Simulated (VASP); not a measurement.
Here is a VASP 6.6.1 calculation.

The input POSCAR:

```
F
1.0
    5.0879353709      0.0000000000      0.0000000000
    0.0000000000      3.4110360901      0.0000000000
   -0.0491025778      0.0000000000      6.5641588187
F
8
Direct
    0.7504273550      0.8443715599      0.0947061159
    0.2495726450      0.8443715599      0.4052938841
    0.2495726450      0.1556284401      0.9052938841
    0.7504273550      0.1556284401      0.5947061159
    0.2504273550      0.3443715599      0.0947061159
    0.7495726450      0.3443715599      0.4052938841
    0.7495726450      0.6556284401      0.9052938841
    0.2504273550      0.6556284401      0.5947061159
```

File INCAR.step1:

```
SYSTEM = F
  PREC = Accurate
  ENCUT = 520
  ISMEAR = 0
  SIGMA = 0.02
  LREAL = .False.
  LASPH = .True.
  NELM = 80
  NBANDS = 38
  GGA = PE
  ALGO = Normal
  EDIFF = 1E-4
  LWAVE = .True.
  LCHARG = .False.
```

File INCAR.step2:

```
SYSTEM = F
  PREC = Accurate
  ENCUT = 520
  EDIFF = 1E-6
  ISMEAR = 0
  SIGMA = 0.02
  LREAL = .False.
  LASPH = .True.
  NELM = 80
  ALGO = Normal
  ISIF = 2
  LWAVE = .False.
  LCHARG = .True.
  METAGGA = R2SCAN
  LMIXTAU = .True.
  LELF = .True.
  LVHAR = .True.
  NBANDS = 38
  ISTART = 1
```

The input KPOINTS:

```
Automatic mesh
0
Gamma
  6 8 4
  0 0 0
```

Potentials or basis: VASP PAW PBE potentials, release 64 (F).

Launch:

```bash
$ cat potpaw_PBE.64/F/POTCAR > POTCAR
$ cp INCAR.step1 INCAR
$ mpirun -np 1 vasp_std > vasp.out
$ cp INCAR.step2 INCAR
$ mpirun -np 1 vasp_std > vasp.out
```

(1) Estimate the band gap on the k mesh.

(2) Estimate the pressure.

(3) Predict the largest force.

Results:

(1) 3.91 eV.

(2) 0.8 GPa.

(3) 0.578 eV/Å.

Caveat: the PAW data sets were made with another functional, which shifts forces and pressure a little.
